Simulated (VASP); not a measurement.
Wanted: the native input for a VASP 6.6.1 run.

- Task: single point
- Functional: PBE
- Potentials or basis: VASP PAW PBE potentials, release 64 (Sc_sv, B, N)
- Cutoff: 520 eV
- k mesh: 6 × 6 × 4
- Occupations: gaussian, width 0.1 eV
- Spin: no spin polarisation
- Dipole correction: no
- Further INCAR settings: ALGO = Normal; EDIFF = 1e-06; NBANDS = 32

The structure of Sc3BN2 lies in POSCAR:

```
Sc3BN2
1.0
    4.5426621893      0.0000000000      0.0000000000
   -2.2713310946      3.9340608567      0.0000000000
    0.0000000000      0.0000000000      4.3595343684
Sc B N
3 1 2
Direct
    0.3333333333      0.6666666667      0.6249138766
    0.6666666667      0.3333333333      0.6249138766
    0.0000000000      0.0000000000      1.1248933175
    0.0000000000      0.0000000000      0.6248616819
    0.3333333333      0.6666666667      0.1248381587
    0.6666666667      0.3333333333      0.1248381587
```

The cell was generated, and may not be a known phase.

One way to write it, as run:

INCAR

```
PREC = Accurate ; ENCUT = 520
EDIFF = 1E-6 ; ISMEAR = 0
SIGMA = 0.1 ; LREAL = False
LASPH = True ; NELM = 100
ALGO = Normal ; ISIF = 2
LWAVE = False ; LCHARG = False
GGA = PE ; NBANDS = 32
```

KPOINTS

```
Automatic mesh
0
Gamma
  6 6 4
```

Potentials or basis: VASP PAW PBE potentials, release 64 (Sc_sv, B, N).

The run is started by

```sh
$ cat potpaw_PBE.64/Sc_sv/POTCAR potpaw_PBE.64/B/POTCAR potpaw_PBE.64/N/POTCAR > POTCAR
$ mpirun -np 1 vasp_std > vasp.out
```

It gave:

- Pressure: 0.7 GPa
- Band gap on the k mesh: zero (bands 23 and 24 overlap by 1.26 eV)

Caveat: the k points lie up to 0.36 Å⁻¹ apart, too coarse for converged energies and pressures of a metal.

It took 34 s on 1 thread of Intel(R) Xeon(R) 6975P-C (Granite Rapids), with other jobs on the host, peak memory 0.21 GiB.
